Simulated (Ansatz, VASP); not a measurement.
# GaSb in VASP and in Ansatz

```
Ga Sb
1.0
     0.00000    3.06615    3.06615
     3.06615    0.00000    3.06615
     3.06615    3.06615    0.00000
Ga Sb
1 1
Direct
  0.00000 0.00000 0.00000
  0.25000 0.25000 0.25000
```

Alike in both runs: functional r2SCAN; k mesh 10 × 10 × 10; occupations gaussian, width 0.02 eV; no spin polarisation.

Ansatz relaxed the structure, and its values are those at the end. VASP's run is a single point on that final structure, the one shown.

```csv
,VASP,Ansatz
version,VASP 6.6.1,Ansatz 0.2.0
potentials or method,"VASP PAW PBE potentials, release 64 (Ga_d, Sb), cutoff 520 eV","scalar-relativistic, plane waves, PAW"
valence electrons in the cell,18,28
```

```tsv
	VASP	Ansatz	Ansatz less VASP
gap on the k mesh at the Fermi level (eV)	0.40	0.41	+0.016
least direct gap on the mesh (eV)	0.40	0.41	+0.016
pressure (GPa)	0.1	0.0	-0.09
```

VASP's potentials were made for PBE, not for r2SCAN. VASP's potentials hold 18 valence electrons a cell and Ansatz's 28, so a difference there can come from the potentials and not from the codes.

Spin-orbit coupling is off throughout.
